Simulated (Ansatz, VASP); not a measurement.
## One calculation of TiC, two programs

```
Ti C
1.0
     0.00000    2.16400    2.18564
     2.16400    0.00000    2.18564
     2.16400    2.16400    0.00000
Ti C
1 1
Direct
  0.00000 0.00000 0.00000
  0.50000 0.50000 0.50000
```

Change from the starting cell: zz strain of +1 %, PAW files.

Alike in both runs: task electric field gradients; functional PBE; k mesh 16 × 16 × 16; occupations fermi-dirac, width 0.03 eV; no spin polarisation.

|  | VASP | Ansatz |
| --- | --- | --- |
| version | VASP 6.6.1 | Ansatz 0.2.0 |
| potentials or method | VASP PAW PBE potentials, release 64 (Ti_sv, C) | PAW with Ansatz's default frozen-core files, scalar-relativistic |
| plane-wave cutoff (eV) | 520 | 420 |
| valence electrons in the cell | 16 | 16 |

VASP gave:

| Property | Result |
| --- | --- |
| pressure (GPa) | -1.3 |
| traceless stress, the component that is largest in VASP (GPa) | -2.36 |
| size of Vzz on the site where it differs most (V/Å²) | 7.8 |

Q: Which values does Ansatz return?

A: Pressure (GPa): -1.6; traceless stress, the component that is largest in VASP (GPa): -2.34; size of Vzz on the site where it differs most (V/Å²): 8.3.
